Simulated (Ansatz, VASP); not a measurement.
# Two plane-wave programs on Mg

Contents of POSCAR:

```
Mg
1.0
    3.2093000000      0.0000000000      0.0000000000
   -1.6046500000      2.7793353300      0.0000000000
    0.0000000000      0.0000000000      5.2103000000
Mg
2
Direct
    0.3333333300      0.6666666700      0.2500000000
    0.6666666700      0.3333333300      0.7500000000
```

INCAR.step1

```
  PREC = Accurate
  ENCUT = 600
  ISMEAR = 0
  SIGMA = 0.1
  LREAL = False
  LASPH = True
  NELM = 80
  GGA = PE
  ALGO = Normal
  EDIFF = 1E-4
  LWAVE = True
  LCHARG = False
```

File INCAR.step2:

```
  PREC = Accurate
  ENCUT = 600
  EDIFF = 1E-6
  ISMEAR = 0
  SIGMA = 0.1
  LREAL = False
  LASPH = True
  NELM = 80
  ALGO = Normal
  ISIF = 3
  LWAVE = False
  LCHARG = False
  METAGGA = R2SCAN
  LMIXTAU = True
  IBRION = 2
  NSW = 100
  EDIFFG = -0.002
  ISTART = 1
```

KPOINTS

```
Automatic mesh
0
Gamma
  15 15 8
```

Input for Ansatz:

```yaml
crystal:
  lattice:
    - [3.2093, 0.0, 0.0]
    - [-1.60465, 2.77933533, 0.0]
    - [0.0, 0.0, 5.2103]
  atoms:
    - { symbol: Mg, position: [0.33333333, 0.66666667, 0.25] }
    - { symbol: Mg, position: [0.66666667, 0.33333333, 0.75] }
basis:
  ecutwfc: 500
kpoints:
  mp_grid: { grid: [15, 15, 8] }
hamiltonian:
  xc: r2scan
  pseudopotentials: { kind: paw, azcp: { folder: soft_1 } }
scf:
  occupations: { method: gaussian, width: 0.1 }
output:
  forces: true
  stress: true
  eigenvalues: true
  write_density: true
  write_potential: true
  elf: true
  volumetric_format: npy
relax:
  adjacent_minimum: "off"
  f_tol: 0.002
  max_steps: 80
  cell: { stress_tol: 0.02 }
```

Alike in both runs: task relaxation of cell and atoms; functional r2SCAN; k mesh 15 × 15 × 8; occupations gaussian, width 0.1 eV; no spin polarisation.

|  | VASP | Ansatz |
| --- | --- | --- |
| version | VASP 6.6.1 | Ansatz 0.2.0 |
| potentials or method | VASP PAW PBE potentials, release 64 (Mg), cutoff 600 eV | scalar-relativistic, plane waves, PAW |
| valence electrons in the cell | 4 | 20 |

```tsv
	VASP	Ansatz	Ansatz less VASP
gap on the k mesh at the Fermi level, each at its own relaxed structure (eV)	none	none	-
relaxed volume (Å³/atom)	22.40	22.58	+0.179
relaxed cell length with the largest relative difference (Å)	5.094	5.108	+0.0140
```

VASP's potentials were made for PBE, not for r2SCAN. A gap of «none» marks a metal or a gap that the smearing closes. VASP's potentials hold 4 valence electrons a cell and Ansatz's 20, so a difference there can come from the potentials and not from the codes.
